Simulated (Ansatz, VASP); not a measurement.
## One calculation of CoO, two programs

Contents of INCAR:

```
SYSTEM = CoO
ALGO = Normal ; EDIFF = 1E-6
ENCUT = 600 ; GGA = PE
GGA_COMPAT = .FALSE. ; ISIF = 2
ISMEAR = -1 ; ISPIN = 2
LASPH = .TRUE. ; LCHARG = .FALSE.
LMAXMIX = 4 ; LORBIT = 11
LREAL = .FALSE. ; LWAVE = .FALSE.
MAGMOM = 2 0 ; NBANDS = 22
NELM = 200 ; NUPDOWN = 2.0
PREC = Accurate ; SIGMA = 0.05
```

KPOINTS

```
k-points
0
G
  9 9 9
  0 0 0
```

Contents of POSCAR:

```
CoO
1.0
    1.6022198417      0.9250420569      2.5664708903
   -1.6022198417      0.9250420569      2.5664708903
    0.0000000000     -1.8500841138      2.5664708903
Co O
1 1
Direct
    0.9989783200      0.9989783200      0.9989783200
    0.7510210300      0.7510210300      0.7510210300
```

The input input.yaml:

```yaml
crystal:
  lattice:
    - [1.6022198417, 0.9250420569, 2.5664708903]
    - [-1.6022198417, 0.9250420569, 2.5664708903]
    - [0.0, -1.8500841138, 2.5664708903]
  atoms:
    - { symbol: Co, position: [0.99897832, 0.99897832, 0.99897832], spin: 2.0 }
    - { symbol: O, position: [0.75102103, 0.75102103, 0.75102103] }
hamiltonian:
  xc: pbe
  pseudopotentials: { kind: paw }
magnetization:
  spin_polarized: true
  initial_magnetization: 2.0
  spin_locking: { lock_magnetization: hard }
kpoints:
  mp_grid: { grid: [9, 9, 9] }
scf:
  occupations: { method: fermi_dirac, width: 0.05 }
  lower_state_search: "off"
output:
  forces: true
  stress: true
  eigenvalues: true
```

Alike in both runs: task single point; functional PBE; k mesh 9 × 9 × 9; occupations fermi-dirac, width 0.05 eV; collinear spin; fixed moment 2 μB.

|  | VASP | Ansatz |
| --- | --- | --- |
| version | VASP 6.6.1 | Ansatz 0.2.0 |
| potentials or method | VASP PAW PBE potentials, release 64 (Co_sv, O) | Ansatz PAW |
| plane-wave cutoff (eV) | 600 | 420 |
| valence electrons in the cell | 23 | 23 |

Ansatz gave:

| Quantity | Value |
| --- | --- |
| pressure (GPa) | -7.0 |
| traceless stress, the component that is largest in VASP (GPa) | 2.63 |
| rms of the force components (eV/Å) | 0.131 |
| net moment per atom (μB) | 1.00 |
| size of the moment on the site where the two differ most (μB) | 1.67 |

Problem. Estimate VASP's values.

Solution. Pressure (GPa): -8.9; traceless stress, the component that is largest in VASP (GPa): 2.63; rms of the force components (eV/Å): 0.131; net moment per atom (μB): 1.00; size of the moment on the site where the two differ most (μB): 1.76.

Site moments also hang on the region over which each program counts them. Atom by atom the forces differ by 0.000 eV/Å (rms over components).
